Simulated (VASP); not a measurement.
# Ta2N (P-31m) in VASP: a series of runs

The runs below take Ta2N through single point, with PBE.

Program: VASP 6.6.1. These are calculated values, not measurements. Logs are shortened: lines on timing, memory, paths and dates and some standing lists are left out, and cuts for length are marked.

**1. The cell of the first run**

It takes space group P-31m (No. 162, trigonal). The conventional cell has a = 5.279 Å, b = 5.279 Å, c = 5.021 Å, α = 90.00°, β = 90.00°, γ = 120.00°. Ta (site symmetry m) has 3 N at 2.12 to 2.25 Å and 12 Ta at 2.91 to 3.26 Å within 3.3 Å. Within 2.8 Å of N (site symmetry 32) lie 6 Ta at 2.12 Å. N (site symmetry -3m) has 6 Ta at 2.25 Å within 3.0 Å.

**2. Single point, PBE**

INCAR

```
SYSTEM = Ta2N
PREC = Accurate
ENCUT = 520
EDIFF = 1E-6
ISMEAR = 0
SIGMA = 0.15
LREAL = .FALSE.
LASPH = .TRUE.
NELM = 100
ALGO = Normal
ISIF = 2
LWAVE = .FALSE.
LCHARG = .FALSE.
GGA = PE
NBANDS = 50
```

KPOINTS

```
regular mesh
0
G
  9 9 8
  0 0 0
```

POSCAR

```
Ta2N
1.0
    5.2791162262      0.0000000000      0.0000000000
   -2.6395581131      4.5718487614      0.0000000000
    0.0000000000      0.0000000000      5.0214953543
Ta N
6 3
Direct
    0.6435499110      0.6435499110      0.7528547364
    0.0000000000      0.3564500890      0.7528547364
    0.3564500890      0.0000000000      0.7528547364
    0.3564500890      0.3564500890      0.2471452636
    0.0000000000      0.6435499110      0.2471452636
    0.6435499110      0.0000000000      0.2471452636
    0.6666666667      0.3333333333      0.5000000000
    0.3333333333      0.6666666667      0.5000000000
    0.0000000000      0.0000000000      0.0000000000
```

Potentials or basis: VASP PAW PBE potentials, release 64 (Ta_pv, N).

Launch:

```console
> cat potpaw_PBE.64/Ta_pv/POTCAR potpaw_PBE.64/N/POTCAR > POTCAR
> mpirun -np 1 vasp_std > vasp.out
```

OUTCAR:

```text
SYSTEM = Ta2N
   PREC = Accurate
   ENCUT = 520
   EDIFF = 1E-6
   ISMEAR = 0
   LREAL = .FALSE.
   LASPH = .TRUE.
   NELM = 100
   ISIF = 2
   GGA = PE

 ion  position               nearest neighbor table
   1  0.644  0.644  0.753-   7 2.12   8 2.12   9 2.25   4 2.91   3 2.95   3 2.95   2 2.95   2 2.95
                             4 2.96   6 3.11   5 3.11   6 3.16   5 3.16   2 3.26   3 3.26
   2  0.000  0.356  0.753-   7 2.12   8 2.12   9 2.25   5 2.91   3 2.95   3 2.95   1 2.95   1 2.95
                             5 2.96   6 3.11   4 3.11   6 3.16   4 3.16   1 3.26   3 3.26
   3  0.356  0.000  0.753-   8 2.12   7 2.12   9 2.25   6 2.91   1 2.95   2 2.95   1 2.95   2 2.95
                             6 2.96   4 3.11   5 3.11   4 3.16   5 3.16   2 3.26   1 3.26
   4  0.356  0.356  0.247-   8 2.12   7 2.12   9 2.25   1 2.91   6 2.95   6 2.95   5 2.95   5 2.95
                             1 2.96   3 3.11   2 3.11   3 3.16   2 3.16   5 3.26   6 3.26
   5  0.000  0.644  0.247-   8 2.12   7 2.12   9 2.25   2 2.91   6 2.95   6 2.95   4 2.95   4 2.95
                             2 2.96   3 3.11   1 3.11   3 3.16   1 3.16   4 3.26   6 3.26
   6  0.644  0.000  0.247-   7 2.12   8 2.12   9 2.25   3 2.91   5 2.95   4 2.95   4 2.95   5 2.95
                             3 2.96   2 3.11   1 3.11   1 3.16   2 3.16   5 3.26   4 3.26
   7  0.667  0.333  0.500-   6 2.12   2 2.12   3 2.12   5 2.12   1 2.12   4 2.12
   8  0.333  0.667  0.500-   3 2.12   5 2.12   6 2.12   2 2.12   4 2.12   1 2.12
   9  0.000  0.000  0.000-   1 2.25   2 2.25   4 2.25   5 2.25   3 2.25   6 2.25

  LATTYP: Found a hexagonal cell.
 ALAT       =     5.2791162262
 C/A-ratio  =     0.9512000000

  Lattice vectors:

 A1 = (   5.2791162262,   0.0000000000,   0.0000000000)
 A2 = (  -2.6395581131,   4.5718487614,   0.0000000000)
 A3 = (   0.0000000000,   0.0000000000,   5.0214953543)

Analysis of symmetry for initial positions (statically):
=====================================================================
 Subroutine PRICEL returns:
 Original cell was already a primitive cell.

 Routine SETGRP: Setting up the symmetry group for a
 hexagonal supercell.

 Subroutine GETGRP returns: Found 12 space group operations
 (whereof 12 operations were pure point group operations)
 out of a pool of 24 trial point group operations.

The static configuration has the point symmetry D_3d.

Analysis of symmetry for dynamics (positions and initial velocities):
=====================================================================
 Subroutine PRICEL returns:
 Original cell was already a primitive cell.

 Routine SETGRP: Setting up the symmetry group for a
 hexagonal supercell.

 Subroutine GETGRP returns: Found 12 space group operations
 (whereof 12 operations were pure point group operations)
 out of a pool of 24 trial point group operations.

The dynamic configuration has the point symmetry D_3d.

 Subroutine INISYM returns: Found 12 space group operations
 (whereof 12 operations are pure point group operations),
 and found     1 'primitive' translations

----------------------------------------------------------------------------------------

                                     Primitive cell

  volume of cell :     121.1954

  direct lattice vectors                    reciprocal lattice vectors
     5.279116226  0.000000000  0.000000000     0.189425646  0.109364948  0.000000000
    -2.639558113  4.571848761  0.000000000     0.000000000  0.218729895  0.000000000
     0.000000000  0.000000000  5.021495354     0.000000000  0.000000000  0.199143866

  length of vectors
     5.279116226  5.279116226  5.021495354     0.218729895  0.218729895  0.199143866

  position of ions in fractional coordinates (direct lattice)
     0.643549911  0.643549911  0.752854736
     0.000000000  0.356450089  0.752854736
     0.356450089  0.000000000  0.752854736
     0.356450089  0.356450089  0.247145264
     0.000000000  0.643549911  0.247145264
     0.643549911  0.000000000  0.247145264
     0.666666667  0.333333333  0.500000000
     0.333333333  0.666666667  0.500000000
     0.000000000  0.000000000  0.000000000

  ion indices of the primitive-cell ions
   primitive index   ion index
                 1           1
                 2           2
                 3           3
                 4           4
                 5           5
                 6           6
                 7           7
                 8           8
                 9           9

----------------------------------------------------------------------------------------

 KPOINTS: regular mesh

Automatic generation of k-mesh.
 Grid dimensions read from file:
 generate k-points for:    9    9    8

 Generating k-lattice:

  Cartesian coordinates                     Fractional coordinates (reciprocal lattice)
     0.021047294  0.012151661  0.000000000     0.111111111  0.000000000  0.000000000
     0.000000000  0.024303322  0.000000000     0.000000000  0.111111111  0.000000000
     0.000000000  0.000000000  0.024892983     0.000000000  0.000000000  0.125000000

  Length of vectors
     0.024303322  0.024303322  0.024892983

  Shift w.r.t. Gamma in fractional coordinates (k-lattice)
     0.000000000  0.000000000  0.000000000

 Subroutine IBZKPT returns following result:
 ===========================================

 Found     81 irreducible k-points:

 Following reciprocal coordinates:
            Coordinates               Weight
  0.000000  0.000000  0.000000      1.000000
  0.111111 -0.000000  0.000000      6.000000
  0.222222 -0.000000  0.000000      6.000000
  0.333333 -0.000000  0.000000      6.000000
  0.444444 -0.000000  0.000000      6.000000
  0.111111  0.111111  0.000000      6.000000
[... 16 lines left out ...]
 -0.111111  0.444444  0.125000     12.000000
  0.444444  0.111111  0.125000      6.000000
 [... further k-points ...]
   k-points           NKPTS =     81   k-points in BZ     NKDIM =     81   number of bands    NBANDS=     50
   number of dos      NEDOS =    301   number of ions     NIONS =      9
   total plane-waves  NPLWV =  64000
   dimension x,y,z NGX =    40 NGY =   40 NGZ =   40
   dimension x,y,z NGXF=    80 NGYF=   80 NGZF=   80
   ions per type =               6   3
   NGX,Y,Z   is equivalent  to a cutoff of  12.60, 12.60, 13.24 a.u.
   NGXF,Y,Z  is equivalent  to a cutoff of  25.19, 25.19, 26.49 a.u.
 SYSTEM =  Ta2N
   PREC   = accura    normal or accurate (medium, high low for compatibility)
   ISTART =      0    job   : 0-new  1-cont  2-samecut
   ICHARG =      2    charge: 1-file 2-atom 10-const
   ISPIN  =      1    spin polarized calculation?
   LNONCOLLINEAR =      F non collinear calculations
   LSORBIT =      F    spin-orbit coupling
   LASPH  =      T    aspherical Exc in radial PAW
   ENCUT  =  520.0 eV  38.22 Ry    6.18 a.u.   9.82  9.82  9.34*2*pi/ulx,y,z
   NELM   =    100;   NELMIN=  2; NELMDL= -5     # of ELM steps
   EDIFF  = 0.1E-05   stopping-criterion for ELM
   LREAL  =      F    real-space projection
   EDIFFG = 0.1E-04   stopping-criterion for IOM
   NSW    =      0    number of steps for IOM
   IBRION =     -1    ionic relax: 0-MD 1-quasi-New 2-CG
   NFREE  =      0    steps in history (QN), initial steepest desc. (CG)
   ISIF   =      2    stress and relaxation
   ISYM   =      2    0-nonsym 1-usesym 2-fastsym
   POTIM  = 0.5000    time-step for ionic-motion
   TEBEG  =    0.0;   TEEND  =   0.0 temperature during run
   PSTRESS=    0.0 pullay stress
   NELECT =      81.0000    total number of electrons
   NUPDOWN=      -1.0000    fix difference up-down
   EMIN   =  10.00;   EMAX   =-10.00  energy-range for DOS
   EFERMI =   0.00;   METHOD = LEGACY
   ISMEAR =     0;   SIGMA  =   0.15  broadening in eV -4-tet -1-fermi 0-gaus
   EFERMI_NEDOS =   21; number of points for ismear=-14 and -15
   IALGO  =     38    algorithm
   IMIX   =      4    mixing-type and parameters
     AMIX     =   0.40;   BMIX     =  1.00
     AMIX_MAG =   1.60;   BMIX_MAG =  1.00
  volume/ion in A,a.u.               =      13.47        90.87
  Fermi-wavevector in a.u.,A,eV,Ry     =   1.431334  2.704830 27.874505  2.048718
  Thomas-Fermi vector in A             =   2.551082
   LORBIT       =      0    0 simple, 1 ext, 2 COOP (PROOUT), +10 PAW based schemes
   GGA     = PE    functional components
   LHFCALC =     F    Hartree Fock is set to
   AEXX    =    0.0000 exact exchange contribution
   IVDW    =     0    specifies the selected vdW correction
   LEPSILON=     F    determine dielectric tensor
   LRPA    =     F    only Hartree local field effects (RPA)
 non-spin polarized calculation
 Gauss-broadening in eV      SIGMA  =   0.15
  energy-cutoff  :      520.00
  volume of cell :      121.20
 maximum number of plane-waves:      3286
   NGX = 19   NGY = 19   NGZ = 19

 number of electron      81.0000006 magnetization

 Free energy of the ion-electron system (eV)
  ---------------------------------------------------
  ext. energy  EPLUGINS =         0.00000000
  ---------------------------------------------------
  free energy    TOTEN  =      -103.11349726 eV

  energy without entropy =     -103.08944123  energy(sigma->0) =     -103.10146924

 E-fermi :   7.4065     XC(G=0): -12.8831

 val. band max:        7.3951675691   @ k =   0.1111  -0.0000   0.1250
 cond. band min:       7.4185329268   @ k =   0.3333   0.1111   0.1250
 fundamental gap:      0.0233653577
 Fermi energy:         7.4064953341

 k-point     1 :       0.0000    0.0000    0.0000
  band No.  band energies     occupation
      1     -28.2767      2.00000
      2     -28.1853      2.00000
      3     -27.8507      2.00000
      4     -27.8371      2.00000
      5     -27.8371      2.00000
      6     -27.7768      2.00000
[... 42 lines left out ...]
     49       9.7944      0.00000
     50      10.7796      0.00000

 k-point     2 :       0.1111   -0.0000    0.0000
  band No.  band energies     occupation
      1     -28.2665      2.00000
      2     -28.1834      2.00000
      3     -27.8942      2.00000
      4     -27.8469      2.00000
      5     -27.8373      2.00000
      6     -27.7846      2.00000
[... 42 lines left out ...]
     49       9.9436      0.00000
     50      10.6935      0.00000

 k-point     3 :       0.2222   -0.0000    0.0000
  band No.  band energies     occupation
      1     -28.2383      2.00000
      2     -28.1748      2.00000
      3     -27.9309      2.00000
      4     -27.8657      2.00000
      5     -27.8481      2.00000
      6     -27.7894      2.00000
[... 42 lines left out ...]
     49      10.2625      0.00000
     50      10.4960      0.00000

 k-point     4 :       0.3333   -0.0000    0.0000
  band No.  band energies     occupation
      1     -28.2077      2.00000
      2     -28.1503      2.00000
      3     -27.9424      2.00000
      4     -27.8730      2.00000
      5     -27.8598      2.00000
      6     -27.7980      2.00000
[... 999 lines left out ...]
 k-point    23 :      -0.1111    0.4444    0.1250
  band No.  band energies     occupation
      1     -28.2025      2.00000
      2     -28.1409      2.00000
      3     -27.9457      2.00000
      4     -27.8643      2.00000
      5     -27.8197      2.00000
      6     -27.7921      2.00000
[... 42 lines left out ...]
     49      10.5423      0.00000
     50      10.6898      0.00000

 k-point    24 :       0.4444    0.1111    0.1250
  band No.  band energies     occupation
      1     -28.1736      2.00000
      2     -28.0823      2.00000
      3     -27.9804      2.00000
      4     -27.9207      2.00000
      5     -27.8305      2.00000
      6     -27.8254      2.00000
[... 42 lines left out ...]
     49      10.5751      0.00000
     50      10.7286      0.00000

 [... further k-points ...]

------------------------ aborting loop because EDIFF is reached ----------------------------------------

  FORCE on cell =-STRESS in cart. coord.  units (eV):
  Direction    XX          YY          ZZ          XY          YZ          ZX
  --------------------------------------------------------------------------------------
  -------------------------------------------------------------------------------------
  Total        4.1685710      4.1685710      0.9019716     -0.0000000      0.0000000      0.0000000
  in kB       55.1076181     55.1076181     11.9238717     -0.0000000      0.0000000      0.0000000
  external PRESSURE =      40.7130360 kB  Pullay stress =       0.0000000 kB

 VOLUME and BASIS-vectors are now :
 -----------------------------------------------------------------------------
  energy-cutoff  :      520.00
  volume of cell :      121.20
      direct lattice vectors                 reciprocal lattice vectors
     5.279116226  0.000000000  0.000000000     0.189425646  0.109364948  0.000000000
    -2.639558113  4.571848761  0.000000000     0.000000000  0.218729895  0.000000000
     0.000000000  0.000000000  5.021495354     0.000000000  0.000000000  0.199143866

 POSITION                                       TOTAL-FORCE (eV/Angst)
 -----------------------------------------------------------------------------------
      1.69869      2.94221      3.78046         1.420997      2.461240      1.103946
     -0.94087      1.62964      3.78046         1.420997     -2.461240      1.103946
      1.88174      0.00000      3.78046        -2.841995     -0.000000      1.103946
      0.94087      1.62964      1.24104        -1.420997     -2.461240     -1.103946
     -1.69869      2.94221      1.24104        -1.420997      2.461240     -1.103946
      3.39737      0.00000      1.24104         2.841995      0.000000     -1.103946
      2.63956      1.52395      2.51075         0.000000      0.000000     -0.000000
     -0.00000      3.04790      2.51075         0.000000      0.000000     -0.000000
      0.00000      0.00000      0.00000         0.000000      0.000000     -0.000000
 -----------------------------------------------------------------------------------
    total drift:                               -0.000000     -0.000000     -0.000000

  FREE ENERGIE OF THE ION-ELECTRON SYSTEM (eV)
  ---------------------------------------------------
  free  energy   TOTEN  =      -103.1134972575 eV

  energy  without entropy=     -103.0894412294  energy(sigma->0) =     -103.10146924
```

Wall time 16 min (1 thread of Intel Xeon 8259CL, shared host); peak memory 0.49 GiB.

Results:

* Free energy: -103.1135 eV
* Pressure: 4.1 GPa
* Largest force: 3.049 eV/Å
* Band gap on the k mesh: zero (an odd number of electrons rules out a gap without spin polarisation)

Forces in eV/Å, atoms in the order of the input:
```
Ta   1.421  2.461  1.104
Ta   1.421 -2.461  1.104
Ta  -2.842  0.000  1.104
Ta  -1.421 -2.461 -1.104
Ta  -1.421  2.461 -1.104
Ta   2.842  0.000 -1.104
N    0.000  0.000  0.000
N    0.000  0.000  0.000
N    0.000  0.000  0.000
```

Levels at points of the mesh, in eV from the Fermi level:
| k point | band 37 | band 38 | band 39 | band 40 | band 41 | band 42 | band 43 | band 44 | band 45 | band 46 |
| --- | --- | --- | --- | --- | --- | --- | --- | --- | --- | --- |
| (0.00, 0.00, 0.00) | -1.88 | -1.02 | -0.62 | -0.62 | -0.34 | -0.34 | -0.31 | 0.86 | 0.86 | 1.94 |
| (0.00, 0.00, 0.50) | -1.82 | -1.82 | -1.13 | -1.13 | -0.70 | 0.58 | 0.58 | 0.61 | 1.98 | 1.98 |

Caveat: the cell stands under pressure; spin-orbit coupling is left out, which moves the levels of the heavy elements; forces of over 1 eV/Å act on the atoms, so gaps and moduli don't describe the material at rest.

[end of part 1 of 2]

The gap in the log of VASP goes by the Fermi energy; the results here count the filled bands.